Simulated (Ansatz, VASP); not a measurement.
**GaSb in VASP and in Ansatz**

```xyz
2
Lattice="0.0000 3.0998 2.9790 3.0998 0.0000 2.9790 3.0998 3.0998 0.0000" Properties=species:S:1:pos:R:3 pbc="T T T"
Ga    0.0000    0.0000    0.0000
Sb    1.5499    1.5499    1.4895
```

Alike in both runs: task single point; functional PBE; k mesh 6 × 6 × 6; occupations fermi-dirac, width 0.02 eV; no spin polarisation.

|  | VASP | Ansatz |
| --- | --- | --- |
| version | VASP 6.6.1 | Ansatz 0.2.0 |
| potentials or method | VASP PAW PBE potentials, release 64 (Ga_d, Sb), cutoff 520 eV | plane waves, PAW |
| valence electrons in the cell | 18 | 28 |

```csv
,VASP,Ansatz,Ansatz less VASP
pressure (GPa),2.5,2.4,-0.09
"traceless stress, the component that is largest in VASP (GPa)",0.98,0.98,+0.003
```

The functional is the same, so the differences come from potentials, cutoffs and numerics. VASP's potentials hold 18 valence electrons a cell and Ansatz's 28, so a difference there can come from the potentials and not from the codes.

Spin-orbit coupling is off throughout.
